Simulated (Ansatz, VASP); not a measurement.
**Na2B5: VASP beside Ansatz**

```xyz
7
Lattice="3.8895 0.0000 0.0000 0.0000 3.8895 0.0000 0.0000 0.0000 4.9471" Properties=species:S:1:pos:R:3 pbc="T T T"
Na    1.9447    1.9447    1.2161
Na    1.9447    1.9447    3.7310
B     1.3746    0.0000    0.0000
B     2.5149    0.0000    0.0000
B     0.0000    1.3746    0.0000
B     0.0000    2.5149    0.0000
B     0.0000    0.0000    0.0000
```

Alike in both runs: task single point; functional PBE; k mesh 4 × 4 × 4; occupations gaussian, width 0.1 eV; no spin polarisation.

|  | VASP | Ansatz |
| --- | --- | --- |
| version | VASP 6.6.1 | Ansatz 0.2.0 |
| potentials or method | VASP PAW PBE potentials, release 64 (Na_pv, B), cutoff 520 eV | scalar-relativistic, plane waves, PAW |
| valence electrons in the cell | 29 | 33 |

|  | VASP | Ansatz | Ansatz less VASP |
| --- | --- | --- | --- |
| gap on the k mesh at the Fermi level (eV) | none | none | - |
| rms of the force components (eV/Å) | 10.492 | 10.274 | -0.2176 |

Atom by atom the forces differ by 0.218 eV/Å (rms over components). A gap of «none» marks a metal or a gap that the smearing closes. The functional is the same, so the differences come from potentials, cutoffs and numerics. VASP's potentials hold 29 valence electrons a cell and Ansatz's 33, so a difference there can come from the potentials and not from the codes.

The k mesh is coarse, so the values compare programs but aren't converged.
